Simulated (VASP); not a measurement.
Input of a VASP 6.6.1 run:

The input INCAR:

```
SYSTEM = CS2
ALGO = Normal
EDIFF = 1E-6
ENCUT = 520
GGA = PS
ISIF = 2
ISMEAR = -1
LASPH = .True.
LCHARG = .False.
LREAL = .False.
LWAVE = .False.
NBANDS = 25
NELM = 100
PREC = Accurate
SIGMA = 0.05
```

Contents of KPOINTS:

```
k-points
0
Gamma
  6 6 3
  0 0 0
```

Contents of POSCAR:

```
CS2
1.0
    3.0923061597     -2.8213880420      0.0000000000
    3.0923061597      2.8213880420      0.0000000000
    0.0000000000      0.0000000000      9.4649618253
S C
4 2
Direct
    0.1757673702      0.8242326298      0.8729554916
    0.3242326298      0.6757673702      0.3729554916
    0.6757673702      0.3242326298      0.6270445084
    0.8242326298      0.1757673702      0.1270445084
    0.5000000000      0.5000000000      0.5000000000
    0.0000000000      0.0000000000      0.0000000000
```

Potentials or basis: VASP PAW PBE potentials, release 64 (S, C).

Launch:

```console
$ cat potpaw_PBE.64/S/POTCAR potpaw_PBE.64/C/POTCAR > POTCAR
$ mpirun -np 1 vasp_std > vasp.out
```

Task: What does it give for the pressure?

Result: -0.5 GPa.

Task: Predict the band gap on the k mesh.

Result: 2.93 eV, direct.

Forces in eV/Å, atoms in the order of the input:
```
S    0.000  0.131  0.158
S    0.000 -0.131  0.158
S    0.000  0.131 -0.158
S    0.000 -0.131 -0.158
C    0.000  0.000  0.000
C    0.000  0.000  0.000
```

Caveat: the PAW data sets were made with another functional, which shifts forces and pressure a little. A k mesh can miss the band edges.
